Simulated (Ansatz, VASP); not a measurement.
**Two plane-wave programs on H**

```
CELL_PARAMETERS angstrom
8.00000 0.00000 0.00000
0.00000 8.00000 0.00000
0.00000 0.00000 8.00000
ATOMIC_POSITIONS crystal
H 0.50000 0.50000 0.40937
H 0.50000 0.50000 0.59062
```

Alike in both runs: task single point; functional PBE; k mesh 1 × 1 × 1; no spin polarisation.

```csv
,VASP,Ansatz
version,VASP 6.6.1,Ansatz 0.2.0
potentials or method,"VASP PAW PBE potentials, release 64 (H), cutoff 400 eV","scalar-relativistic, plane waves, PAW"
occupations,"gaussian, width 0.01 eV",fixed
valence electrons in the cell,2,2
```

```tsv
	VASP	Ansatz	Ansatz less VASP
gap on the k mesh at the Fermi level (eV)	5.12	5.12	-0.002
rms of the force components (eV/Å)	2.421	2.430	+0.0085
```

Atom by atom the forces differ by 0.008 eV/Å (rms over components). Ansatz's warnings: xc potential rough in thin density.
